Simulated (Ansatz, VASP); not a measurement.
## Two plane-wave programs on CdTeSe4

```
CELL_PARAMETERS angstrom
4.71779 0.00000 0.00000
-2.35890 4.08573 0.00000
0.00000 0.00000 7.49367
ATOMIC_POSITIONS crystal
Cd 0.00000 0.00000 0.00000
Te 0.00000 0.00000 0.50000
Se 0.33333 0.66667 0.74816
Se 0.66667 0.33333 0.74816
Se 0.66667 0.33333 0.25184
Se 0.33333 0.66667 0.25184
```

Alike in both runs: functional PBE; k mesh 6 × 6 × 2; occupations gaussian, width 0.1 eV; no spin polarisation.

Ansatz relaxed the structure, and its values are those at the end. VASP's run is a single point on that final structure, the one shown.

|  | VASP | Ansatz |
| --- | --- | --- |
| version | VASP 6.6.1 | Ansatz 0.2.0 |
| potentials or method | VASP PAW PBE potentials, release 64 (Cd, Te, Se), cutoff 520 eV | scalar-relativistic, plane waves, PAW |
| valence electrons in the cell | 42 | 100 |

VASP gave:

| Item | Value |
| --- | --- |
| gap on the k mesh at the Fermi level (eV) | none |
| pressure (GPa) | 0.3 |
| rms of the force components (eV/Å) | 0.006 |

Which values does Ansatz return?

gap on the k mesh at the Fermi level (eV): none; pressure (GPa): 0.3; rms of the force components (eV/Å): 0.009.

A gap of «none» marks a metal or a gap that the smearing closes. The functional is the same, so the differences come from potentials, cutoffs and numerics. VASP's potentials hold 42 valence electrons a cell and Ansatz's 100, so a difference there can come from the potentials and not from the codes.

The k mesh is coarse, so the values compare programs but aren't converged. Spin-orbit coupling is off throughout.
